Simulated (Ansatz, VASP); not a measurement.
# One calculation of Ge, two programs

The input INCAR:

```
PREC = Accurate ; ENCUT = 600
EDIFF = 1E-6 ; ISMEAR = -1
SIGMA = 0.05 ; LREAL = False
LASPH = True ; NELM = 80
ALGO = Normal ; ISIF = 3
LWAVE = False ; LCHARG = False
GGA = PE ; IBRION = 2
NSW = 100 ; EDIFFG = -0.005
```

The input KPOINTS:

```
Automatic mesh
0
Gamma
  15 15 8
```

Contents of POSCAR:

```
Ge
1.0
    2.5202003676      0.0000000000      0.0000000000
   -1.2601001838      2.1825575410      0.0000000000
    0.0000000000      0.0000000000      4.0827245956
Ge
2
Direct
    0.3333333333      0.6666666667      0.2500000000
    0.6666666667      0.3333333333      0.7500000000
```

Input for Ansatz:

```yaml
crystal:
  lattice:
    - [2.5202003676, 0.0, 0.0]
    - [-1.2601001838, 2.182557541, 0.0]
    - [0.0, 0.0, 4.0827245956]
  atoms:
    - { symbol: Ge, position: [0.3333333333, 0.6666666667, 0.25] }
    - { symbol: Ge, position: [0.6666666667, 0.3333333333, 0.75] }
kpoints:
  mp_grid: { grid: [15, 15, 8] }
scf:
  occupations: { method: fermi_dirac, width: 0.05 }
hamiltonian:
  xc: pbe
  pseudopotentials: { kind: paw }
output:
  forces: true
  stress: true
  write_density: true
  write_potential: true
  elf: true
  volumetric_format: npy
relax:
  f_tol: 0.005
  max_steps: 80
  cell: {}
```

Alike in both runs: task relaxation of cell and atoms; functional PBE; k mesh 15 × 15 × 8; occupations fermi-dirac, width 0.05 eV; no spin polarisation.

|  | VASP | Ansatz |
| --- | --- | --- |
| version | VASP 6.6.1 | Ansatz 0.2.0 |
| potentials or method | VASP PAW PBE potentials, release 64 (Ge_d) | PAW with Ansatz's default frozen-core files, scalar-relativistic |
| plane-wave cutoff (eV) | 600 | 420 |
| valence electrons in the cell | 28 | 28 |

Ansatz gave:

```
relaxed volume (Å³/atom)                                     : 19.38
relaxed cell length with the largest relative difference (Å) : 5.053
```

Task: Which values does VASP return?

Result: Relaxed volume (Å³/atom): 19.27; relaxed cell length with the largest relative difference (Å): 5.040.

Noted on VASP's run: the volume moved by over 15 % at a fixed basis, so the end points are rough.
